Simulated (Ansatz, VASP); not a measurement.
**One calculation of ZrC, two programs**

Contents of POSCAR:

```
ZrC
1.0
    0.0000000000      2.3579410400      2.3579410400
    2.3579410400      0.0000000000      2.3579410400
    2.3579410400      2.3579410400      0.0000000000
C Zr
1 1
Direct
    0.0000000000      0.0000000000      0.0000000000
    0.5000000000      0.5000000000      0.5000000000
```

Contents of INCAR.step1:

```
SYSTEM = ZrC
ALGO = Normal
EDIFF = 1E-5
ENCUT = 660
GGA = PE
GGA_COMPAT = .FALSE.
ISMEAR = -1
LASPH = .TRUE.
LCHARG = .FALSE.
LREAL = .FALSE.
LWAVE = .TRUE.
NBANDS = 15
NELM = 120
PREC = Accurate
SIGMA = 0.1
```

INCAR.step2

```
SYSTEM = ZrC
ALGO = Normal
EDIFF = 1E-6
ENCUT = 660
GGA_COMPAT = .FALSE.
ISIF = 2
ISMEAR = -1
ISTART = 1
LASPH = .TRUE.
LCHARG = .TRUE.
LELF = .TRUE.
LMIXTAU = .TRUE.
LREAL = .FALSE.
LVHAR = .TRUE.
LWAVE = .FALSE.
METAGGA = R2SCAN
NBANDS = 15
NELM = 120
PREC = Accurate
SIGMA = 0.1
```

The input KPOINTS:

```
k-points
0
G
  12 12 12
  0 0 0
```

Input for Ansatz:

```yaml
crystal:
  lattice:
    - [0.0, 2.35794104, 2.35794104]
    - [2.35794104, 0.0, 2.35794104]
    - [2.35794104, 2.35794104, 0.0]
  atoms:
    - { symbol: C, position: [0.0, 0.0, 0.0] }
    - { symbol: Zr, position: [0.5, 0.5, 0.5] }
  symmetry: { tolerance: 0.0003 }
kpoints:
  mp_grid: { grid: [12, 12, 12], shift: [0, 0, 0] }
  band_path:
    path:
      - [0.0, 0.0, 0.0]
      - [0.5, 0.0, 0.5]
      - [0.625, 0.25, 0.625]
      - [0.375, 0.375, 0.75]
      - [0.0, 0.0, 0.0]
      - [0.5, 0.5, 0.5]
      - [0.5, 0.25, 0.75]
      - [0.5, 0.0, 0.5]
    npoints: 8
magnetization:
  spin_polarized: false
scf:
  occupations: { method: fermi_dirac }
  lower_state_search: "off"
  max_iter: 200
hamiltonian:
  pseudopotentials: { kind: paw }
  xc: r2scan
basis:
  ecutwfc: 500
  fft_grid_basis: typed
output:
  forces: true
  stress: true
  eigenvalues: true
  bader: true
  populations: true
  elf: true
  write_potential: true
  volumetric_format: npy
  dos:
    e_range: [-12, 8]
    de: 0.05
    projected: { site_lists: { C: [C], Zr: [Zr] } }
checkpoint:
  read: saved_state
```

Alike in both runs: task single point; functional r2SCAN; k mesh 12 × 12 × 12; no spin polarisation.

```csv
,VASP,Ansatz
version,VASP 6.6.1,Ansatz 0.2.0
potentials or method,"VASP PAW PBE potentials, release 64 (C, Zr_sv), cutoff 660 eV",PAW plane waves
occupations,"fermi-dirac, width 0.1 eV",fermi-dirac
valence electrons in the cell,16,16
```

VASP gave:

- pressure (GPa): -0.5

Task: Estimate Ansatz's values.

Result: Pressure (GPa): -0.6.

VASP's potentials were made for PBE, not for r2SCAN.
